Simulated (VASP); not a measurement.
Write the native input for VASP 6.6.1 that does the following.

```yaml
Task: single point
Functional: r2SCAN
Potentials_or_basis: VASP PAW PBE potentials, release 64 (Al, N)
Cutoff: 520 eV
k_mesh: 10 × 10 × 10
Occupations: gaussian, width 0.05 eV
Spin: no spin polarisation
Dipole_correction: no
Further_INCAR_settings: ALGO = Normal; EDIFF = 1e-07; NBANDS = 11
```

AlN:

```
CELL_PARAMETERS angstrom
-0.47330 1.97481 1.97481
1.97481 -0.47330 1.97481
1.97481 1.97481 -0.47330
ATOMIC_POSITIONS crystal
Al 0.00000 0.00000 0.00000
N 0.75000 0.75000 0.75000
```

This cell differs from its parent crystal: ratio of the length along [111] to the lengths across it x 0.71, volume and fractional coordinates fixed.

These files were run (other wordings do the same):

POSCAR

```
AlN
1.0
   -0.4733023302      1.9748131708      1.9748131708
    1.9748131708     -0.4733023302      1.9748131708
    1.9748131708      1.9748131708     -0.4733023302
Al N
1 1
Direct
    0.0000000000      0.0000000000      0.0000000000
    0.7500000000      0.7500000000      0.7500000000
```

INCAR.step1

```
  PREC = Accurate
  ENCUT = 520
  ISMEAR = 0
  SIGMA = 0.05
  LREAL = False
  LASPH = True
  NELM = 100
  NBANDS = 11
  GGA = PE
  ALGO = Normal
  EDIFF = 1E-4
  LWAVE = True
  LCHARG = False
```

INCAR.step2

```
  PREC = Accurate
  ENCUT = 520
  EDIFF = 1E-7
  ISMEAR = 0
  SIGMA = 0.05
  LREAL = False
  LASPH = True
  NELM = 100
  ALGO = Normal
  ISIF = 2
  LWAVE = False
  LCHARG = False
  METAGGA = R2SCAN
  LMIXTAU = True
  NBANDS = 11
  ISTART = 1
```

KPOINTS

```
Automatic mesh
0
Gamma
  10 10 10
```

Potentials or basis: VASP PAW PBE potentials, release 64 (Al, N).

Command:

```sh
$ cat potpaw_PBE.64/Al/POTCAR potpaw_PBE.64/N/POTCAR > POTCAR
$ cp INCAR.step1 INCAR
$ mpirun -np 1 vasp_std > vasp.out
$ cp INCAR.step2 INCAR
$ mpirun -np 1 vasp_std > vasp.out
```

Results of the run:

- Pressure: 40.3 GPa
- Largest force: 12.775 eV/Å
- Band gap on the k mesh: 2.56 eV, indirect (least direct gap 2.97 eV)

Caveat: the PAW data sets were made with another functional, which shifts forces and pressure a little.

It took 110 s on 1 thread of Intel Xeon 8259CL, on a shared host, peak memory 0.16 GiB.
